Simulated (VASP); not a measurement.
A run of VASP 6.6.1:

The input INCAR:

```
SYSTEM = Mo
PREC = Accurate
ENCUT = 520
EDIFF = 1E-7
ISMEAR = -1
SIGMA = 0.1
LREAL = .False.
LASPH = .True.
NELM = 100
ALGO = Normal
ISIF = 2
LWAVE = .False.
LCHARG = .True.
GGA = PE
LELF = .True.
LVHAR = .True.
NBANDS = 28
```

File KPOINTS:

```
Automatic mesh
0
Gamma
  10 10 13
  0 0 0
```

Contents of POSCAR:

```
Mo
1.0
    0.0000000000      3.1608399299     -3.1608399299
   -3.1608399299      0.0000000000      3.1608399299
    1.5804199649      1.5804199649      1.5804199649
Mo
3
Direct
    0.0000000000      0.0000000000      0.0000000000
    0.3333333330      0.6666666670      0.3333333330
    0.6666666670      0.3333333330      0.6666666670
```

Potentials or basis: VASP PAW PBE potentials, release 64 (Mo_sv).

Command:

```bash
$ cat potpaw_PBE.64/Mo_sv/POTCAR > POTCAR
$ mpirun -np 1 vasp_std > vasp.out
```

Hardware: 1 thread of AMD EPYC 9R45 96-Core Processor (Zen 5), with other jobs on the host.

**Question.** Estimate the wall time of this run.

**Answer.** Run time: 86 s on 1 thread of AMD EPYC 9R45 96-Core Processor (Zen 5), on a shared host, peak memory 0.23 GiB. Counts: scf iterations 13, k points 146.
